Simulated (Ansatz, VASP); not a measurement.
This is a calculation of Y for VASP 6.6.1.

Contents of INCAR:

```
SYSTEM = Y
PREC = Accurate ; ENCUT = 520
EDIFF = 1E-7 ; ISMEAR = -1
SIGMA = 0.05 ; LREAL = .False.
LASPH = .True. ; NELM = 60
ALGO = Normal ; ISIF = 2
LWAVE = .False. ; LCHARG = .False.
GGA = PE ; NBANDS = 30
```

Contents of KPOINTS:

```
Automatic mesh
0
Gamma
  8 8 3
  0 0 0
```

File POSCAR:

```
Y
1.0
    3.5681856401      0.0000000000      0.0000000000
   -1.7840928201      3.0901394097      0.0000000000
    0.0000000000      0.0000000000     11.6023455607
Y
4
Direct
    0.6666666667      0.3333333333      0.7500000000
    0.0000000000      0.0000000000      0.5000000000
    0.3333333333      0.6666666667      0.2500000000
    0.0000000000      0.0000000000      0.0000000000
```

Potentials or basis: VASP PAW PBE potentials, release 64 (Y_sv).

Run with:

```bash
$ cat potpaw_PBE.64/Y_sv/POTCAR > POTCAR
$ mpirun -np 1 vasp_std > vasp.out
```

Translate it to Ansatz 0.2.0. Potentials there: all-electron LAPW, scalar-relativistic.

As run (the cutoff follows the program's own potentials):

input.yaml

```yaml
crystal:
  lattice:
    - [3.5681856401, 0.0, 0.0]
    - [-1.7840928201, 3.0901394097, 0.0]
    - [0.0, 0.0, 11.6023455607]
  atoms:
    - { symbol: "Y", position: [0.6666666667, 0.3333333333, 0.75] }
    - { symbol: "Y", position: [0.0, 0.0, 0.5] }
    - { symbol: "Y", position: [0.3333333333, 0.6666666667, 0.25] }
    - { symbol: "Y", position: [0.0, 0.0, 0.0] }
kpoints:
  mp_grid: { grid: [8, 8, 3] }
scf:
  occupations: { method: fermi_dirac, width: 0.05 }
hamiltonian:
  xc: pbe
  pseudopotentials: { kind: all_electron, lapw: { basis_error: 0.001 } }
output:
  forces: true
  stress: true
  eigenvalues: true
```

Potentials or basis: all-electron LAPW, scalar-relativistic.

Command:

```bash
$ ansatz run input.yaml --threads 2 --pin off --max-ram 6144MiB --backend cpu --events-out ev --progress --plain --runs-dir out
```

Both were run:

|  | VASP | Ansatz | Ansatz less VASP |
| --- | --- | --- | --- |
| gap on the k mesh at the Fermi level (eV) | none | none | - |
| pressure (GPa) | 0.5 | 0.6 | +0.12 |
| traceless stress, the component that is largest in VASP (GPa) | -0.34 | -0.35 | -0.004 |

A gap of «none» marks a metal or a gap that the smearing closes. Ansatz ran all-electron here, and VASP with PAW potentials.
